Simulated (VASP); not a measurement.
Wanted: the native input for a VASP 6.6.1 run.

| Item | Value |
| --- | --- |
| Task | single point |
| Functional | r2SCAN |
| Potentials or basis | VASP PAW PBE potentials, release 64 (Al) |
| Cutoff | 520 eV |
| k mesh | 9 × 9 × 8 |
| Occupations | gaussian, width 0.1 eV |
| Spin | no spin polarisation |
| Dipole correction | no |
| Further INCAR settings | ALGO = Normal; EDIFF = 1e-06; NBANDS = 8 |

Al:

```
CELL_PARAMETERS angstrom
2.74524 0.00000 0.00000
-1.37262 2.37745 0.00000
0.00000 0.00000 2.56509
ATOMIC_POSITIONS crystal
Al 0.00000 0.00000 0.00000
```

The input as run:

POSCAR

```
Al
1.0
    2.7452437044      0.0000000000      0.0000000000
   -1.3726218522      2.3774507876      0.0000000000
    0.0000000000      0.0000000000      2.5650870863
Al
1
Direct
    0.0000000000      0.0000000000      0.0000000000
```

INCAR.step1

```
PREC = Accurate ; ENCUT = 520
ISMEAR = 0 ; SIGMA = 0.1
LREAL = F ; LASPH = T
NELM = 60 ; NBANDS = 8
GGA = PE ; ALGO = Normal
EDIFF = 1E-4 ; LWAVE = T
LCHARG = F
```

INCAR.step2

```
PREC = Accurate ; ENCUT = 520
EDIFF = 1E-6 ; ISMEAR = 0
SIGMA = 0.1 ; LREAL = F
LASPH = T ; NELM = 60
ALGO = Normal ; ISIF = 2
LWAVE = F ; LCHARG = F
METAGGA = R2SCAN ; LMIXTAU = T
NBANDS = 8 ; ISTART = 1
```

KPOINTS

```
Automatic mesh
0
Gamma
  9 9 8
```

Potentials or basis: VASP PAW PBE potentials, release 64 (Al).

The run is started by

```sh
$ cat potpaw_PBE.64/Al/POTCAR > POTCAR
$ cp INCAR.step1 INCAR
$ mpirun -np 1 vasp_std > vasp.out
$ cp INCAR.step2 INCAR
$ mpirun -np 1 vasp_std > vasp.out
```

It gave:

The pressure is 7.9 GPa.

Caveat: the PAW data sets were made with another functional, which shifts forces and pressure a little.

Wall time 12 s on 1 thread of Intel(R) Xeon(R) 6975P-C (Granite Rapids), on a shared host, peak memory 0.11 GiB.
